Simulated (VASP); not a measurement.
Input of a VASP 6.6.1 run:

The input INCAR:

```
PREC = Accurate
ENCUT = 520
EDIFF = 1E-7
ISMEAR = 0
SIGMA = 0.1
LREAL = F
LASPH = T
NELM = 100
ALGO = Normal
ISIF = 2
LWAVE = F
LCHARG = F
GGA = PE
NBANDS = 55
```

KPOINTS

```
Automatic mesh
0
Gamma
  2 2 2
```

POSCAR

```
In2Te2O
1.0
   -0.0003518524     -0.0010013673     -7.2306316731
    6.2235793547     -3.8393204976     -0.0001790256
   -6.2103224170     -3.8136317310     -0.0007406986
In Te O
4 4 2
Direct
    0.2206757137      0.9773539546      0.6881537264
    0.2212506433      0.6878887580      0.9765756674
    0.7209881724      0.3122159764      0.0236447028
    0.7206895796      0.0225564678      0.3116328733
    0.3221669976      0.3497945048      0.0459220511
    0.3222871946      0.0460007224      0.3490138529
    0.8227698451      0.6500679193      0.9542792846
    0.8222190483      0.9543770522      0.6509765292
    0.3102468228      0.7452812617      0.7444201539
    0.8107059825      0.2544633829      0.2553811584
```

Potentials or basis: VASP PAW PBE potentials, release 64 (In_d, Te, O).

Run with:

```console
$ cat potpaw_PBE.64/In_d/POTCAR potpaw_PBE.64/Te/POTCAR potpaw_PBE.64/O/POTCAR > POTCAR
$ mpirun -np 1 vasp_std > vasp.out
```

Problem. What does it give for the band gap on the k mesh?

Solution. 1.22 eV.

Problem. Estimate the pressure.

Solution. 0.0 GPa.

Forces on the atoms (eV/Å):
```
In   0.033 -0.013  0.013
In  -0.043 -0.015  0.015
In   0.038  0.013  0.018
In  -0.036  0.011  0.011
Te   0.000 -0.014 -0.009
Te  -0.001  0.000  0.001
Te   0.002  0.014  0.009
Te  -0.005  0.003  0.000
O    0.009  0.033 -0.033
O    0.001 -0.031 -0.027
```

Caveat: the k points lie up to 0.48 Å⁻¹ apart; spin-orbit coupling is left out, which moves the levels of the heavy elements.
